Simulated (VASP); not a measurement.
# AlN (P1) in VASP: a series of runs

The runs below take AlN through single point, with r2SCAN.

Everything below comes from runs of VASP 6.6.1. Logs are shortened: lines on timing, memory, paths and dates and some standing lists are left out, and cuts for length are marked.

## (1) The cell of the first run

The typed cell holds 8 atoms: a = 3.111 Å, b = 3.111 Å, c = 9.961 Å, α = 89.11°, β = 88.21°, γ = 60.00°.

## (2) Single point, r2SCAN (the part above a cut slid along it)

The input, POSCAR:

```
AlN
1.0
   -3.1110021516      0.0000000000      0.0000000000
   -1.5555010758     -2.6942068945      0.0000000000
   -0.3111002152      0.0000000000      9.9560000000
Al N
4 4
Direct
    0.2429583333      0.3333333333      0.9037500000
    0.2929583333      0.3333333333      0.4037500000
    0.6512916667      0.6666666667      0.1537500000
    0.6012916667      0.6666666667      0.6537500000
    0.3237083333      0.3333333333      0.0962500000
    0.2737083333      0.3333333333      0.5962500000
    0.6320416667      0.6666666667      0.3462500000
    0.5820416667      0.6666666667      0.8462500000
```

The input, INCAR.step1:

```
PREC     = Accurate       # precision mode
ENCUT    = 520            # plane-wave cutoff, eV
ISMEAR   = 0              # smearing method
SIGMA    = 0.05           # smearing width, eV
LREAL    = False          # projectors in reciprocal space
LASPH    = True           # aspherical terms in the spheres
NELM     = 60             # most SCF steps
NBANDS   = 26             # bands
GGA      = PE             # functional
ALGO     = Normal         # electronic algorithm
EDIFF    = 1E-4           # SCF threshold, eV
LWAVE    = True           # write WAVECAR
LCHARG   = False          # write CHGCAR
```

The input, INCAR.step2:

```
PREC     = Accurate       # precision mode
ENCUT    = 520            # plane-wave cutoff, eV
EDIFF    = 1E-6           # SCF threshold, eV
ISMEAR   = 0              # smearing method
SIGMA    = 0.05           # smearing width, eV
LREAL    = False          # projectors in reciprocal space
LASPH    = True           # aspherical terms in the spheres
NELM     = 60             # most SCF steps
ALGO     = Normal         # electronic algorithm
ISIF     = 2              # what is computed and relaxed
LWAVE    = False          # write WAVECAR
LCHARG   = True           # write CHGCAR
METAGGA  = R2SCAN         # meta-GGA
LMIXTAU  = True         
LELF     = True           # ELF
LVHAR    = True         
NBANDS   = 26             # bands
ISTART   = 1
```

The input, KPOINTS:

```
Automatic mesh
0
Gamma
  8 8 3
```

Potentials or basis: VASP PAW PBE potentials, release 64 (Al, N).

Started as:

```
cat potpaw_PBE.64/Al/POTCAR potpaw_PBE.64/N/POTCAR > POTCAR
cp INCAR.step1 INCAR
mpirun -np 1 vasp_std > vasp.out
cp INCAR.step2 INCAR
mpirun -np 1 vasp_std > vasp.out
```

OUTCAR:

```text
PREC = Accurate
   ENCUT = 520
   EDIFF = 1E-6
   ISMEAR = 0
   LREAL = False
   LASPH = True
   NELM = 60
   ISIF = 2
   METAGGA = R2SCAN
   ISTART = 1

 ion  position               nearest neighbor table
   1  0.243  0.333  0.904-   8 1.89   8 1.89   8 1.89   5 1.94   3 2.92   4 3.07   4 3.07   4 3.07
                             3 3.09   3 3.24
   2  0.293  0.333  0.404-   7 1.89   7 1.89   7 1.89   6 1.92   4 3.07   4 3.07   3 3.07   3 3.07
                             3 3.07   4 3.07
   3  0.651  0.667  0.154-   5 1.89   5 1.89   5 1.89   7 1.92   1 2.92   2 3.07   2 3.07   2 3.07
                             1 3.09   1 3.24
   4  0.601  0.667  0.654-   6 1.89   6 1.89   6 1.89   8 1.92   2 3.07   2 3.07   1 3.07   1 3.07
                             1 3.07   2 3.07
   5  0.324  0.333  0.096-   3 1.89   3 1.89   3 1.89   1 1.94
   6  0.274  0.333  0.596-   4 1.89   4 1.89   4 1.89   2 1.92
   7  0.632  0.667  0.346-   2 1.89   2 1.89   2 1.89   3 1.92
   8  0.582  0.667  0.846-   1 1.89   1 1.89   1 1.89   4 1.92

  LATTYP: Found a base centered monoclinic cell.
 ALAT       =     3.1110021516
 B/A-ratio  =     1.7320508076
 C/A-ratio  =     3.2018169330
 COS(beta)  =    -0.0312322666

  Lattice vectors:

 A1 = (   1.5555010758,  -2.6942068945,   0.0000000000)
 A2 = (   1.5555010758,   2.6942068945,   0.0000000000)
 A3 = (  -0.3111002152,   0.0000000000,   9.9560000000)

Analysis of symmetry for initial positions (statically):
=====================================================================
 Subroutine PRICEL returns:
 Original cell was already a primitive cell.

 Routine SETGRP: Setting up the symmetry group for a
 base centered monoclinic supercell.

 Subroutine GETGRP returns: Found  1 space group operations
 (whereof  1 operations were pure point group operations)
 out of a pool of  4 trial point group operations.

The static configuration has the point symmetry C_1 .

Analysis of symmetry for dynamics (positions and initial velocities):
=====================================================================
 Subroutine PRICEL returns:
 Original cell was already a primitive cell.

 Routine SETGRP: Setting up the symmetry group for a
 base centered monoclinic supercell.

 Subroutine GETGRP returns: Found  1 space group operations
 (whereof  1 operations were pure point group operations)
 out of a pool of  4 trial point group operations.

The dynamic configuration has the point symmetry C_1 .

 Subroutine INISYM returns: Found  1 space group operations
 (whereof  1 operations are pure point group operations),
 and found     1 'primitive' translations

----------------------------------------------------------------------------------------

                                     Primitive cell

  volume of cell :      83.4480

  direct lattice vectors                    reciprocal lattice vectors
    -3.111002152  0.000000000  0.000000000    -0.321439829  0.185583372 -0.010044194
    -1.555501076 -2.694206895  0.000000000     0.000000000 -0.371166744  0.000000000
    -0.311100215  0.000000000  9.956000000     0.000000000  0.000000000  0.100441945

  length of vectors
     3.111002152  3.111002152  9.960859368     0.371302623  0.371166744  0.100441945

  position of ions in fractional coordinates (direct lattice)
     0.242958333  0.333333333  0.903750000
     0.292958333  0.333333333  0.403750000
     0.651291667  0.666666667  0.153750000
     0.601291667  0.666666667  0.653750000
     0.323708333  0.333333333  0.096250000
     0.273708333  0.333333333  0.596250000
     0.632041667  0.666666667  0.346250000
     0.582041667  0.666666667  0.846250000

  ion indices of the primitive-cell ions
   primitive index   ion index
                 1           1
                 2           2
                 3           3
                 4           4
                 5           5
                 6           6
                 7           7
                 8           8

----------------------------------------------------------------------------------------

 KPOINTS: Automatic mesh

Automatic generation of k-mesh.
 Grid dimensions read from file:
 generate k-points for:    8    8    3

 Generating k-lattice:

  Cartesian coordinates                     Fractional coordinates (reciprocal lattice)
    -0.040179979  0.023197921 -0.001255524     0.125000000  0.000000000  0.000000000
     0.000000000 -0.046395843  0.000000000     0.000000000  0.125000000  0.000000000
     0.000000000  0.000000000  0.033480648     0.000000000  0.000000000  0.333333333

  Length of vectors
     0.046412828  0.046395843  0.033480648

  Shift w.r.t. Gamma in fractional coordinates (k-lattice)
     0.000000000  0.000000000  0.000000000

 Subroutine IBZKPT returns following result:
 ===========================================

 Found     98 irreducible k-points:

 Following reciprocal coordinates:
            Coordinates               Weight
  0.000000  0.000000  0.000000      1.000000
  0.125000  0.000000  0.000000      2.000000
 -0.125000 -0.125000  0.000000      2.000000
  0.250000  0.000000  0.000000      2.000000
 -0.250000 -0.250000  0.000000      2.000000
  0.375000  0.000000 -0.000000      2.000000
[... 16 lines left out ...]
  0.500000  0.250000  0.000000      2.000000
 -0.375000  0.250000  0.000000      2.000000
 [... further k-points ...]
   k-points           NKPTS =     98   k-points in BZ     NKDIM =     98   number of bands    NBANDS=     26
   number of dos      NEDOS =    301   number of ions     NIONS =      8
   total plane-waves  NPLWV =  46080
   dimension x,y,z NGX =    24 NGY =   24 NGZ =   80
   dimension x,y,z NGXF=    48 NGYF=   48 NGZF=  160
   ions per type =               4   4
   NGX,Y,Z   is equivalent  to a cutoff of  12.83, 12.83, 13.35 a.u.
   NGXF,Y,Z  is equivalent  to a cutoff of  25.65, 25.65, 26.70 a.u.
 SYSTEM =  unknown system
   PREC   = accura    normal or accurate (medium, high low for compatibility)
   ISTART =      1    job   : 0-new  1-cont  2-samecut
   ICHARG =      0    charge: 1-file 2-atom 10-const
   ISPIN  =      1    spin polarized calculation?
   LNONCOLLINEAR =      F non collinear calculations
   LSORBIT =      F    spin-orbit coupling
   LASPH  =      T    aspherical Exc in radial PAW
   ENCUT  =  520.0 eV  38.22 Ry    6.18 a.u.   5.78  5.78 18.52*2*pi/ulx,y,z
   NELM   =     60;   NELMIN=  2; NELMDL=  0     # of ELM steps
   EDIFF  = 0.1E-05   stopping-criterion for ELM
   LREAL  =      F    real-space projection
   EDIFFG = 0.1E-04   stopping-criterion for IOM
   NSW    =      0    number of steps for IOM
   IBRION =     -1    ionic relax: 0-MD 1-quasi-New 2-CG
   NFREE  =      0    steps in history (QN), initial steepest desc. (CG)
   ISIF   =      2    stress and relaxation
   ISYM   =      2    0-nonsym 1-usesym 2-fastsym
   POTIM  = 0.5000    time-step for ionic-motion
   TEBEG  =    0.0;   TEEND  =   0.0 temperature during run
   PSTRESS=    0.0 pullay stress
   NELECT =      32.0000    total number of electrons
   NUPDOWN=      -1.0000    fix difference up-down
   EMIN   =  10.00;   EMAX   =-10.00  energy-range for DOS
   EFERMI =   0.00;   METHOD = LEGACY
   ISMEAR =     0;   SIGMA  =   0.05  broadening in eV -4-tet -1-fermi 0-gaus
   EFERMI_NEDOS =   21; number of points for ismear=-14 and -15
   IALGO  =     38    algorithm
   IMIX   =      4    mixing-type and parameters
     AMIX     =   0.40;   BMIX     =  1.00
     AMIX_MAG =   1.60;   BMIX_MAG =  1.00
  volume/ion in A,a.u.               =      10.43        70.39
  Fermi-wavevector in a.u.,A,eV,Ry     =   1.189377  2.247596 19.247033  1.414617
  Thomas-Fermi vector in A             =   2.325485
   LORBIT       =      0    0 simple, 1 ext, 2 COOP (PROOUT), +10 PAW based schemes
   METAGGA = R2SCAN    functional components
   LHFCALC =     F    Hartree Fock is set to
   AEXX    =    0.0000 exact exchange contribution
   IVDW    =     0    specifies the selected vdW correction
   LEPSILON=     F    determine dielectric tensor
   LRPA    =     F    only Hartree local field effects (RPA)
 non-spin polarized calculation
 Gauss-broadening in eV      SIGMA  =   0.05
  energy-cutoff  :      520.00
  volume of cell :       83.45
 maximum number of plane-waves:      2262
   NGX = 11   NGY = 11   NGZ = 37

 number of electron      31.9999997 magnetization

 Free energy of the ion-electron system (eV)
  ---------------------------------------------------
  ext. energy  EPLUGINS =         0.00000000
  ---------------------------------------------------
  free energy    TOTEN  =       -76.77862736 eV

  energy without entropy =      -76.77862736  energy(sigma->0) =      -76.77862736

 E-fermi :   6.3432     XC(G=0): -11.4083

 val. band max:        6.0429690886   @ k =   0.0000   0.0000   0.0000
 cond. band min:      10.7527879651   @ k =   0.0000   0.0000   0.0000
 fundamental gap:      4.7098188765
 Fermi energy:         6.3432434133

 k-point     1 :       0.0000    0.0000    0.0000
  band No.  band energies     occupation
      1     -10.0646      2.00000
      2      -9.1787      2.00000
      3      -9.1707      2.00000
      4      -7.9417      2.00000
      5      -0.1311      2.00000
      6       2.5582      2.00000
[... 18 lines left out ...]
     25      17.9942      0.00000
     26      18.0956      0.00000

 k-point     2 :       0.1250    0.0000    0.0000
  band No.  band energies     occupation
      1      -9.8668      2.00000
      2      -9.0248      2.00000
      3      -8.9842      2.00000
      4      -7.8312      2.00000
      5       0.1084      2.00000
      6       2.4733      2.00000
[... 18 lines left out ...]
     25      18.1893      0.00000
     26      18.5062      0.00000

 k-point     3 :      -0.1250   -0.1250    0.0000
  band No.  band energies     occupation
      1      -9.8656      2.00000
      2      -9.0258      2.00000
      3      -8.9833      2.00000
      4      -7.8341      2.00000
      5       0.1110      2.00000
      6       2.4687      2.00000
[... 572 lines left out ...]
 k-point    23 :       0.5000    0.2500    0.0000
  band No.  band energies     occupation
      1      -8.2107      2.00000
      2      -7.8295      2.00000
      3      -7.7243      2.00000
      4      -7.3527      2.00000
      5       0.7975      2.00000
      6       0.9781      2.00000
[... 18 lines left out ...]
     25      17.6959      0.00000
     26      18.3748      0.00000

 k-point    24 :      -0.3750    0.2500    0.0000
  band No.  band energies     occupation
      1      -7.8269      2.00000
      2      -7.6277      2.00000
      3      -7.5612      2.00000
      4      -7.4163      2.00000
      5       0.7070      2.00000
      6       0.8749      2.00000
[... 18 lines left out ...]
     25      17.7985      0.00000
     26      18.4688      0.00000

 [... further k-points ...]
[... 5 lines left out ...]
  --------------------------------------------------------------------------------------
  -------------------------------------------------------------------------------------
  Total       -0.6558963     -0.2371457     -0.9187560      0.2690412      0.0721602      1.8580030
  in kB      -12.5930112     -4.5531257    -17.6398386      5.1655096      1.3854550     35.6731003
  external PRESSURE =     -11.5953252 kB  Pullay stress =       0.0000000 kB

 VOLUME and BASIS-vectors are now :
 -----------------------------------------------------------------------------
  energy-cutoff  :      520.00
  volume of cell :       83.45
      direct lattice vectors                 reciprocal lattice vectors
    -3.111002152  0.000000000  0.000000000    -0.321439829  0.185583372 -0.010044194
    -1.555501076 -2.694206895  0.000000000     0.000000000 -0.371166744  0.000000000
    -0.311100215  0.000000000  9.956000000     0.000000000  0.000000000  0.100441945

 POSITION                                       TOTAL-FORCE (eV/Angst)
 -----------------------------------------------------------------------------------
     -1.55550     -0.89807      8.99774        -0.633903      0.057241      0.254454
     -1.55550     -0.89807      4.01974         0.008652     -0.000140      0.182792
     -3.11100     -1.79614      1.53074         0.135901     -0.048901      0.322307
     -3.11100     -1.79614      6.50874        -0.027570     -0.006315      0.177830
     -1.55550     -0.89807      0.95826         0.648767      0.057169     -0.319905
     -1.55550     -0.89807      5.93626        -0.000486     -0.002352     -0.188540
     -3.11100     -1.79614      3.44726         0.019849      0.004841     -0.184925
     -3.11100     -1.79614      8.42526        -0.151209     -0.061544     -0.244013
 -----------------------------------------------------------------------------------
    total drift:                               -0.000600      0.000040     -0.013567

  FREE ENERGIE OF THE ION-ELECTRON SYSTEM (eV)
  ---------------------------------------------------
  free  energy   TOTEN  =       -76.7786273564 eV

  energy  without entropy=      -76.7786273564  energy(sigma->0) =      -76.77862736
```

It took 4.2 min on 1 thread of Intel Xeon 6975P-C (Granite Rapids), shared host; peak memory 0.31 GiB.

Results:

* Free energy: -76.7786 eV
* Pressure: -1.2 GPa
* Largest force: 0.726 eV/Å
* Band gap on the k mesh: 4.71 eV

Forces in eV/Å, atoms in the order of the input:
```
Al  -0.634  0.057  0.254
Al   0.009  0.000  0.183
Al   0.136 -0.049  0.322
Al  -0.028 -0.006  0.178
N    0.649  0.057 -0.320
N    0.000 -0.002 -0.189
N    0.020  0.005 -0.185
N   -0.151 -0.062 -0.244
```

Stress tensor (GPa, compression positive):
```
-1.26  0.52  3.57
 0.52 -0.46  0.14
 3.57  0.14 -1.76
```

Levels at points of the mesh, in eV from the valence-band top:
```csv
k point,band 12,band 13,band 14,band 15,band 16,band 17,band 18,band 19,band 20,band 21
"(0.00, 0.00, 0.00)",-0.70,-0.69,-0.45,-0.36,0.00,4.71,7.01,7.11,7.37,11.07
"(0.50, 0.00, 0.00)",-1.70,-1.66,-1.65,-1.33,-0.84,5.70,5.98,6.17,6.51,8.73
"(0.50, 0.50, 0.00)",-1.68,-1.66,-1.53,-1.25,-0.88,5.66,5.84,6.36,6.59,8.88
"(0.00, 0.50, 0.00)",-1.71,-1.64,-1.50,-1.40,-0.85,5.79,5.86,6.33,6.44,8.68
```

Caveat: the cell differs from its parent crystal (the part above a cut slid along it); the PAW data sets were made with another functional, which shifts forces and pressure a little. A k mesh can miss the band edges.

## (3) Single point, r2SCAN (the part above a cut slid along it)

The input, POSCAR:

```
AlN
1.0
   -3.1110021516      0.0000000000      0.0000000000
   -1.5555010758     -2.6942068945      0.0000000000
   -0.9333006455      0.0000000000      9.9560000000
Al N
4 4
Direct
    0.0622083333      0.3333333333      0.9037500000
    0.2122083333      0.3333333333      0.4037500000
    0.6205416667      0.6666666667      0.1537500000
    0.4705416667      0.6666666667      0.6537500000
    0.3044583333      0.3333333333      0.0962500000
    0.1544583333      0.3333333333      0.5962500000
    0.5627916667      0.6666666667      0.3462500000
    0.4127916667      0.6666666667      0.8462500000
```

The input, INCAR.step1:

```
PREC = Accurate
ENCUT = 520
ISMEAR = 0
SIGMA = 0.05
LREAL = False
LASPH = True
NELM = 80
NBANDS = 26
GGA = PE
ALGO = Normal
EDIFF = 1E-4
LWAVE = True
LCHARG = False
```

The input, INCAR.step2:

```
PREC = Accurate
ENCUT = 520
EDIFF = 1E-7
ISMEAR = 0
SIGMA = 0.05
LREAL = False
LASPH = True
NELM = 80
ALGO = Normal
ISIF = 2
LWAVE = False
LCHARG = True
METAGGA = R2SCAN
LMIXTAU = True
LELF = True
LVHAR = True
NBANDS = 26
ISTART = 1
```

The input, KPOINTS:

```
regular mesh
0
Gamma
  8 8 3
```

Potentials or basis: VASP PAW PBE potentials, release 64 (Al, N).

Started as:

```
cat potpaw_PBE.64/Al/POTCAR potpaw_PBE.64/N/POTCAR > POTCAR
cp INCAR.step1 INCAR
mpirun -np 1 vasp_std > vasp.out
cp INCAR.step2 INCAR
mpirun -np 1 vasp_std > vasp.out
```

It took 5.2 min on 1 thread of Intel Xeon 6975P-C (Granite Rapids), shared host; peak memory 0.3 GiB.

The run converged. Its results:

```yaml
Free_energy: -75.9145 eV
Pressure: -1.8 GPa
Largest_force: 1.545 eV/Å
Band_gap_on_the_k_mesh: 4.07 eV
```

Forces on the atoms (eV/Å):
```
Al  -1.308  0.369  0.135
Al   0.018  0.000  0.119
Al   0.220 -0.338  1.066
Al  -0.050 -0.051  0.089
N    1.374  0.459 -0.537
N   -0.001 -0.018 -0.160
N    0.041  0.042 -0.133
N   -0.294 -0.462 -0.579
```

Stress tensor (GPa, compression positive):
```
-6.86  1.09  7.14
 1.09 -0.31  1.37
 7.14  1.37  1.65
```

Levels at points of the mesh, in eV from the valence-band top:
| k point | band 13 | band 14 | band 15 | band 16 | band 17 | band 18 | band 19 | band 20 |
| --- | --- | --- | --- | --- | --- | --- | --- | --- |
| (0.00, 0.00, 0.00) | -0.87 | -0.75 | -0.65 | 0.00 | 4.07 | 6.28 | 6.80 | 7.15 |
| (0.50, 0.00, 0.00) | -2.03 | -1.87 | -1.34 | -0.77 | 4.49 | 5.78 | 5.96 | 6.56 |
| (0.50, 0.50, 0.00) | -1.89 | -1.76 | -1.21 | -0.82 | 4.61 | 5.42 | 6.10 | 6.70 |
| (0.00, 0.50, 0.00) | -1.79 | -1.73 | -1.45 | -1.02 | 4.67 | 5.56 | 5.96 | 6.44 |

Caveat: the cell differs from its parent crystal (the part above a cut slid along it); the stress differs along the axes, from -7 to 2 GPa; the PAW data sets were made with another functional, which shifts forces and pressure a little.
